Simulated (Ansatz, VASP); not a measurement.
One calculation of TePb, two programs

INCAR

```
PREC = Accurate
ENCUT = 600
EDIFF = 1E-6
ISMEAR = -1
SIGMA = 0.08
LREAL = False
LASPH = True
NELM = 80
ALGO = Normal
ISIF = 3
LWAVE = False
LCHARG = False
GGA = CA
IBRION = 2
NSW = 60
EDIFFG = -0.005
```

Contents of KPOINTS:

```
Automatic mesh
0
Gamma
  12 12 12
```

POSCAR

```
TePb
1.0
    0.0000000000      3.0853790180      3.0853790180
    3.0853790180      0.0000000000      3.0853790180
    3.0853790180      3.0853790180      0.0000000000
Pb Te
1 1
Direct
    0.0000000000      0.0000000000      0.0000000000
    0.5000000000      0.5000000000      0.5000000000
```

Input for Ansatz:

```yaml
crystal:
  lattice:
    - [0.0, 3.085379018, 3.085379018]
    - [3.085379018, 0.0, 3.085379018]
    - [3.085379018, 3.085379018, 0.0]
  atoms:
    - { symbol: Pb, position: [0.0, 0.0, 0.0] }
    - { symbol: Te, position: [0.5, 0.5, 0.5] }
kpoints:
  mp_grid: { grid: [12, 12, 12] }
scf:
  occupations: { method: fermi_dirac, width: 0.08 }
hamiltonian:
  xc: lda
  pseudopotentials: { kind: paw }
output:
  forces: true
  stress: true
  write_density: true
  write_potential: true
  elf: true
  volumetric_format: npy
relax:
  f_tol: 0.005
  max_steps: 40
  cell: {}
```

Alike in both runs: task relaxation of cell and atoms; functional LDA; k mesh 12 × 12 × 12; occupations fermi-dirac, width 0.08 eV; no spin polarisation.

```csv
,VASP,Ansatz
version,VASP 6.6.1,Ansatz 0.2.0
potentials or method,"VASP PAW LDA potentials, release 64 (Pb_d, Te)","PAW with Ansatz's default frozen-core files, scalar-relativistic"
plane-wave cutoff (eV),600,420
valence electrons in the cell,20,30
```

Ansatz gave:

```
relaxed volume (Å³/atom)                                     : 32.48
relaxed cell length with the largest relative difference (Å) : 4.512
```

**Question.** What did VASP give for the same quantities?

**Answer.** Relaxed volume (Å³/atom): 32.52; relaxed cell length with the largest relative difference (Å): 4.514.

LDA's correlation is that of Perdew and Zunger in VASP and of Perdew and Wang (1992) in Ansatz. VASP's potentials hold 20 valence electrons a cell and Ansatz's 30, so a difference there can come from the potentials and not from the codes.

Neither program's run includes spin-orbit coupling.
